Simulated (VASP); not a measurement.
Wanted: the native input for a VASP 6.6.1 run.

| Property | Result |
| --- | --- |
| Task | single point |
| Functional | PBE |
| Potentials or basis | VASP PAW PBE potentials, release 64 (Hf_pv, C, O) |
| Cutoff | 520 eV |
| k mesh | 3 × 3 × 3 |
| Occupations | fermi-dirac, width 0.01 eV |
| Spin | no spin polarisation |
| Dipole correction | no |
| Further INCAR settings | LREAL = Auto; ALGO = Normal; EDIFF = 1e-06; NBANDS = 161 |

The structure of HfC15O32 (a cell with a defect) lies in POSCAR:

```
HfC15O32
1.0
    7.0322000000      0.0000000000      0.0000000000
    0.0000000000      7.0322000000      0.0000000000
    0.0000000000      0.0000000000      8.2086000000
Hf C O
1 15 32
Direct
    0.0000000000      0.0000000000      0.0000000000
    0.0000000000      0.0000000000      0.5000000000
    0.0000000000      0.5000000000      0.0000000000
    0.0000000000      0.5000000000      0.5000000000
    0.5000000000      0.0000000000      0.0000000000
    0.5000000000      0.0000000000      0.5000000000
    0.5000000000      0.5000000000      0.0000000000
    0.5000000000      0.5000000000      0.5000000000
    0.2475260590      0.2475260590      0.2242214754
    0.2475260590      0.2475260590      0.7757785246
    0.2441330824      0.7558669176      0.2439220942
    0.2441330824      0.7558669176      0.7560779058
    0.7558669176      0.2441330824      0.2439220942
    0.7558669176      0.2441330824      0.7560779058
    0.7524739410      0.7524739410      0.2242214754
    0.7524739410      0.7524739410      0.7757785246
    0.1842967882      0.1842967882      0.0000000000
    0.1164485940      0.1164485940      0.5000000000
    0.1198315386      0.6135770171      0.0000000000
    0.1120693579      0.6211305644      0.5000000000
    0.6135770171      0.1198315386      0.0000000000
    0.6211305644      0.1120693579      0.5000000000
    0.6137796274      0.6137796274      0.0000000000
    0.6164856616      0.6164856616      0.5000000000
    0.1377635325      0.3694944742      0.2533262754
    0.1377635325      0.3694944742      0.7466737246
    0.1264460607      0.8735539393      0.2282902929
    0.1264460607      0.8735539393      0.7717097071
    0.6411498761      0.3588501239      0.2547569046
    0.6411498761      0.3588501239      0.7452430954
    0.6305055258      0.8622364675      0.2533262754
    0.6305055258      0.8622364675      0.7466737246
    0.3862203726      0.3862203726      0.0000000000
    0.3835143384      0.3835143384      0.5000000000
    0.3864229829      0.8801684614      0.0000000000
    0.3788694356      0.8879306421      0.5000000000
    0.8801684614      0.3864229829      0.0000000000
    0.8879306421      0.3788694356      0.5000000000
    0.8157032118      0.8157032118      0.0000000000
    0.8835514060      0.8835514060      0.5000000000
    0.3694944742      0.1377635325      0.2533262754
    0.3694944742      0.1377635325      0.7466737246
    0.3588501239      0.6411498761      0.2547569046
    0.3588501239      0.6411498761      0.7452430954
    0.8735539393      0.1264460607      0.2282902929
    0.8735539393      0.1264460607      0.7717097071
    0.8622364675      0.6305055258      0.2533262754
    0.8622364675      0.6305055258      0.7466737246
```

These files were run (other wordings do the same):

INCAR

```
PREC = Accurate
ENCUT = 520
EDIFF = 1E-6
ISMEAR = -1
SIGMA = 0.01
LREAL = Auto
LASPH = T
NELM = 100
ALGO = Normal
ISIF = 2
LWAVE = F
LCHARG = T
GGA = PE
LELF = T
LVHAR = T
NBANDS = 161
```

KPOINTS

```
Automatic mesh
0
Gamma
  3 3 3
```

Potentials or basis: VASP PAW PBE potentials, release 64 (Hf_pv, C, O).

Run with:

```console
$ cat potpaw_PBE.64/Hf_pv/POTCAR potpaw_PBE.64/C/POTCAR potpaw_PBE.64/O/POTCAR > POTCAR
$ mpirun -np 1 vasp_std > vasp.out
```

Results of the run:

```yaml
Pressure: 34.3 GPa
Largest_force: 0.863 eV/Å
Band_gap_on_the_k_mesh: 2.17 eV
```

Caveat: spin-orbit coupling is left out, which moves the levels of the heavy elements.

Run time: 8.3 min on 1 thread of Intel(R) Xeon(R) Platinum 8559C (Emerald Rapids) (shared host), peak memory 0.65 GiB.
